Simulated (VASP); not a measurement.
# BN (P-1) in VASP: single point with PBEsol

Aim: the single point of BN with PBEsol.

Program: VASP 6.6.1. These are calculated values, not measurements. Logs are shortened: lines on timing, memory, paths and dates and some standing lists are left out, and cuts for length are marked.

## Step 1: The cell of the first run

The typed cell holds 4 atoms: a = 2.504 Å, b = 2.482 Å, c = 6.662 Å, α = 89.57°, β = 88.85°, γ = 119.13°.

## Step 2: Single point, PBEsol (equal xy, yz and zx shear strains of +2 %)

Contents of INCAR:

```
  ALGO = Normal
  EDIFF = 1E-7
  ENCUT = 520
  GGA = PS
  ISIF = 2
  ISMEAR = -1
  LASPH = True
  LCHARG = True
  LELF = True
  LREAL = False
  LVHAR = True
  LWAVE = False
  NBANDS = 16
  NELM = 80
  PREC = Accurate
  SIGMA = 0.03
```

Contents of KPOINTS:

```
k-points
0
Gamma
  11 11 4
```

Contents of POSCAR:

```
BN
1.0
    2.5039917043      0.0250399170      0.0250399170
   -1.2303106479      2.1560004683      0.0091652458
    0.0666120000      0.0666120000      6.6612000000
B N
2 2
Direct
    0.3333333333      0.6666666667      0.2500000000
    0.6666666667      0.3333333333      0.7500000000
    0.3333333333      0.6666666667      0.7500000000
    0.6666666667      0.3333333333      0.2500000000
```

Potentials or basis: VASP PAW PBE potentials, release 64 (B, N).

On the command line:

```
> cat potpaw_PBE.64/B/POTCAR potpaw_PBE.64/N/POTCAR > POTCAR
> mpirun -np 1 vasp_std > vasp.out
```

OUTCAR:

```text
EDIFF = 1E-7
   ENCUT = 520
   GGA = PS
   ISIF = 2
   ISMEAR = -1
   LASPH = True
   LREAL = False
   NELM = 80
   PREC = Accurate

 ion  position               nearest neighbor table
   1  0.333  0.667  0.250-   4 1.43   4 1.45   4 1.46
   2  0.667  0.333  0.750-   3 1.43   3 1.45   3 1.46
   3  0.333  0.667  0.750-   2 1.43   2 1.45   2 1.46
   4  0.667  0.333  0.250-   1 1.43   1 1.45   1 1.46

  LATTYP: Found a triclinic cell.
 ALAT       =     2.5042420910
 B/A-ratio  =     0.9912599912
 C/A-ratio  =     3.1426218773
 COS(alpha) =     0.0006946944
 COS(beta)  =     0.4658351233
 COS(gamma) =     0.4868514561

  Lattice vectors:

 A1 = (   2.5039917043,   0.0250399170,   0.0250399170)
 A2 = (   1.2303106479,  -2.1560004683,  -0.0091652458)
 A3 = (   3.7110607607,   2.1394683023,  -6.6019549202)

Analysis of symmetry for initial positions (statically):
=====================================================================
 Subroutine PRICEL returns:
 Original cell was already a primitive cell.

 Routine SETGRP: Setting up the symmetry group for a
 triclinic supercell.

 Subroutine GETGRP returns: Found  2 space group operations
 (whereof  2 operations were pure point group operations)
 out of a pool of  2 trial point group operations.

The static configuration has the point symmetry S_2 .

Analysis of symmetry for dynamics (positions and initial velocities):
=====================================================================
 Subroutine PRICEL returns:
 Original cell was already a primitive cell.

 Routine SETGRP: Setting up the symmetry group for a
 triclinic supercell.

 Subroutine GETGRP returns: Found  2 space group operations
 (whereof  2 operations were pure point group operations)
 out of a pool of  2 trial point group operations.

The dynamic configuration has the point symmetry S_2 .

 Subroutine INISYM returns: Found  2 space group operations
 (whereof  2 operations are pure point group operations),
 and found     1 'primitive' translations

----------------------------------------------------------------------------------------

                                     Primitive cell

  volume of cell :      36.1593

  direct lattice vectors                    reciprocal lattice vectors
     2.503991704  0.025039917  0.025039917     0.397158100  0.226662759 -0.006238209
    -1.230310648  2.156000468  0.009165246    -0.004566686  0.461235249 -0.004566686
     0.066612000  0.066612000  6.661200000    -0.001486662 -0.001486662  0.150152834

  length of vectors
     2.504242091  2.482354993  6.661866087     0.457328632  0.461280461  0.150167553

  position of ions in fractional coordinates (direct lattice)
     0.333333333  0.666666667  0.250000000
     0.666666667  0.333333333  0.750000000
     0.333333333  0.666666667  0.750000000
     0.666666667  0.333333333  0.250000000

  ion indices of the primitive-cell ions
   primitive index   ion index
                 1           1
                 2           2
                 3           3
                 4           4

----------------------------------------------------------------------------------------

 KPOINTS: k-points

Automatic generation of k-mesh.
 Grid dimensions read from file:
 generate k-points for:   11   11    4

 Generating k-lattice:

  Cartesian coordinates                     Fractional coordinates (reciprocal lattice)
     0.036105282  0.020605705 -0.000567110     0.090909091  0.000000000  0.000000000
    -0.000415153  0.041930477 -0.000415153    -0.000000000  0.090909091  0.000000000
    -0.000371665 -0.000371665  0.037538209    -0.000000000  0.000000000  0.250000000

  Length of vectors
     0.041575330  0.041934587  0.037541888

  Shift w.r.t. Gamma in fractional coordinates (k-lattice)
     0.000000000  0.000000000  0.000000000

 Subroutine IBZKPT returns following result:
 ===========================================

 Found    243 irreducible k-points:

 Following reciprocal coordinates:
            Coordinates               Weight
  0.000000  0.000000  0.000000      1.000000
  0.090909  0.000000 -0.000000      2.000000
  0.181818  0.000000  0.000000      2.000000
  0.272727 -0.000000  0.000000      2.000000
  0.363636  0.000000  0.000000      2.000000
  0.454545 -0.000000  0.000000      2.000000
[... 16 lines left out ...]
  0.454545  0.181818  0.000000      2.000000
 -0.454545  0.181818 -0.000000      2.000000
 [... further k-points ...]
   k-points           NKPTS =    243   k-points in BZ     NKDIM =    243   number of bands    NBANDS=     16
   number of dos      NEDOS =    301   number of ions     NIONS =      4
   total plane-waves  NPLWV =  18000
   dimension x,y,z NGX =    20 NGY =   18 NGZ =   50
   dimension x,y,z NGXF=    40 NGYF=   36 NGZF=  100
   ions per type =               2   2
   NGX,Y,Z   is equivalent  to a cutoff of  13.28, 12.05, 12.48 a.u.
   NGXF,Y,Z  is equivalent  to a cutoff of  26.55, 24.11, 24.95 a.u.
 SYSTEM =  unknown system
   PREC   = accura    normal or accurate (medium, high low for compatibility)
   ISTART =      0    job   : 0-new  1-cont  2-samecut
   ICHARG =      2    charge: 1-file 2-atom 10-const
   ISPIN  =      1    spin polarized calculation?
   LNONCOLLINEAR =      F non collinear calculations
   LSORBIT =      F    spin-orbit coupling
   LASPH  =      T    aspherical Exc in radial PAW
   ENCUT  =  520.0 eV  38.22 Ry    6.18 a.u.   4.66  4.62 12.39*2*pi/ulx,y,z
   NELM   =     80;   NELMIN=  2; NELMDL= -5     # of ELM steps
   EDIFF  = 0.1E-06   stopping-criterion for ELM
   LREAL  =      F    real-space projection
   EDIFFG = 0.1E-05   stopping-criterion for IOM
   NSW    =      0    number of steps for IOM
   IBRION =     -1    ionic relax: 0-MD 1-quasi-New 2-CG
   NFREE  =      0    steps in history (QN), initial steepest desc. (CG)
   ISIF   =      2    stress and relaxation
   ISYM   =      2    0-nonsym 1-usesym 2-fastsym
   POTIM  = 0.5000    time-step for ionic-motion
   TEBEG  =    0.0;   TEEND  =   0.0 temperature during run
   PSTRESS=    0.0 pullay stress
   NELECT =      16.0000    total number of electrons
   NUPDOWN=      -1.0000    fix difference up-down
   EMIN   =  10.00;   EMAX   =-10.00  energy-range for DOS
   EFERMI =   0.00;   METHOD = LEGACY
   ISMEAR =    -1;   SIGMA  =   0.03  broadening in eV -4-tet -1-fermi 0-gaus
   EFERMI_NEDOS =   21; number of points for ismear=-14 and -15
   IALGO  =     38    algorithm
   IMIX   =      4    mixing-type and parameters
     AMIX     =   0.40;   BMIX     =  1.00
     AMIX_MAG =   1.60;   BMIX_MAG =  1.00
  volume/ion in A,a.u.               =       9.04        61.00
  Fermi-wavevector in a.u.,A,eV,Ry     =   1.247503  2.357439 21.174261  1.556264
  Thomas-Fermi vector in A             =   2.381632
   LORBIT       =      0    0 simple, 1 ext, 2 COOP (PROOUT), +10 PAW based schemes
   GGA     = PS    functional components
   LHFCALC =     F    Hartree Fock is set to
   AEXX    =    0.0000 exact exchange contribution
   IVDW    =     0    specifies the selected vdW correction
   LEPSILON=     F    determine dielectric tensor
   LRPA    =     F    only Hartree local field effects (RPA)
 non-spin polarized calculation
  energy-cutoff  :      520.00
  volume of cell :       36.16
 maximum number of plane-waves:       989
   NGX =  9   NGY =  9   NGZ = 25

 number of electron      15.9999996 magnetization

 Free energy of the ion-electron system (eV)
  ---------------------------------------------------
  ext. energy  EPLUGINS =         0.00000000
  ---------------------------------------------------
  free energy    TOTEN  =       -36.54851152 eV

  energy without entropy =      -36.54851152  energy(sigma->0) =      -36.54851152

 E-fermi :   2.8956     XC(G=0): -10.2843

 val. band max:        2.2097696456   @ k =  -0.3636  -0.3636   0.2500
 cond. band min:       6.3579591320   @ k =   0.4545   0.0909   0.0000
 fundamental gap:      4.1481894864
 Fermi energy:         2.8956221696

 k-point     1 :       0.0000    0.0000    0.0000
  band No.  band energies     occupation
      1     -15.5916      2.00000
      2     -15.2943      2.00000
      3      -4.1141      2.00000
      4      -1.9637      2.00000
      5       0.8138      2.00000
      6       0.8506      2.00000
[... 8 lines left out ...]
     15      14.5757      0.00000
     16      15.1615      0.00000

 k-point     2 :       0.0909    0.0000   -0.0000
  band No.  band energies     occupation
      1     -15.4323      2.00000
      2     -15.1406      2.00000
      3      -3.8950      2.00000
      4      -1.7678      2.00000
      5       0.1395      2.00000
      6       0.1732      2.00000
[... 8 lines left out ...]
     15      14.6598      0.00000
     16      14.9363      0.00000

 k-point     3 :       0.1818    0.0000    0.0000
  band No.  band energies     occupation
      1     -14.9650      2.00000
      2     -14.6902      2.00000
      3      -3.2471      2.00000
      4      -1.5150      2.00000
      5      -1.4686      2.00000
      6      -1.1947      2.00000
[... 8 lines left out ...]
     15      16.4437      0.00000
     16      16.4699      0.00000

 k-point     4 :       0.2727   -0.0000    0.0000
  band No.  band energies     occupation
      1     -14.2287      2.00000
      2     -13.9845      2.00000
      3      -3.5153      2.00000
      4      -3.4442      2.00000
      5      -2.2074      2.00000
      6      -0.8307      2.00000
[... 8 lines left out ...]
     15      17.2840      0.00000
     16      18.9022      0.00000
[... 324 lines left out ...]
 k-point    22 :       0.3636    0.1818    0.0000
  band No.  band energies     occupation
      1     -12.2548      2.00000
      2     -12.1617      2.00000
      3      -6.2528      2.00000
      4      -6.1637      2.00000
      5      -3.3662      2.00000
      6      -3.2923      2.00000
[... 8 lines left out ...]
     15      17.0723      0.00000
     16      19.8941      0.00000

 k-point    23 :       0.4545    0.1818    0.0000
  band No.  band energies     occupation
      1     -12.2358      2.00000
      2     -12.1457      2.00000
      3      -6.2823      2.00000
      4      -6.1943      2.00000
      5      -3.3521      2.00000
      6      -3.2770      2.00000
[... 8 lines left out ...]
     15      16.9831      0.00000
     16      19.8834      0.00000

 k-point    24 :      -0.4545    0.1818   -0.0000
  band No.  band energies     occupation
      1     -12.9243      2.00000
      2     -12.7517      2.00000
      3      -5.2559      2.00000
      4      -5.1901      2.00000
      5      -2.9321      2.00000
      6      -2.8649      2.00000
[... 8 lines left out ...]
     15      16.4517      0.00000
     16      18.5745      0.00000

 [... further k-points ...]

------------------------ aborting loop because EDIFF is reached ----------------------------------------

  FORCE on cell =-STRESS in cart. coord.  units (eV):
  Direction    XX          YY          ZZ          XY          YZ          ZX
  --------------------------------------------------------------------------------------
  -------------------------------------------------------------------------------------
  Total        0.2006120      0.1970364      0.1630258     -1.6924120     -0.0357049     -0.0357659
  in kB        8.8888994      8.7304711      7.2234961    -74.9889437     -1.5820443     -1.5847483
  external PRESSURE =       8.2809555 kB  Pullay stress =       0.0000000 kB

 VOLUME and BASIS-vectors are now :
 -----------------------------------------------------------------------------
  energy-cutoff  :      520.00
  volume of cell :       36.16
      direct lattice vectors                 reciprocal lattice vectors
     2.503991704  0.025039917  0.025039917     0.397158100  0.226662759 -0.006238209
    -1.230310648  2.156000468  0.009165246    -0.004566686  0.461235249 -0.004566686
     0.066612000  0.066612000  6.661200000    -0.001486662 -0.001486662  0.150152834

 POSITION                                       TOTAL-FORCE (eV/Angst)
 -----------------------------------------------------------------------------------
      0.03111      1.46233      1.67976        -0.262239      0.012550     -0.002860
      1.30918      0.78532      5.01565         0.262239     -0.012550      0.002860
      0.06442      1.49564      5.01036        -0.264866      0.012645     -0.002308
      1.27588      0.75201      1.68505         0.264866     -0.012645      0.002308
 -----------------------------------------------------------------------------------
    total drift:                                0.000000     -0.000000     -0.000000

  FREE ENERGIE OF THE ION-ELECTRON SYSTEM (eV)
  ---------------------------------------------------
  free  energy   TOTEN  =       -36.5485115210 eV

  energy  without entropy=      -36.5485115210  energy(sigma->0) =      -36.54851152
```

It took 48 s on 1 thread of Intel Xeon 6975P-C (Granite Rapids), shared host; peak memory 0.23 GiB.

What came out:

```
Free energy            : -36.5485 eV
Pressure               : 0.8 GPa
Largest force          : 0.265 eV/Å
Band gap on the k mesh : 4.15 eV (least direct gap 4.58 eV)
```

Forces on the atoms (eV/Å):
```
B   -0.262  0.013 -0.003
B    0.262 -0.013  0.003
N   -0.265  0.013 -0.002
N    0.265 -0.013  0.002
```

Caveat: the cell differs from its parent crystal (equal xy, yz and zx shear strains of +2 %); the PAW data sets were made with another functional, which shifts forces and pressure a little. A k mesh can miss the band edges.
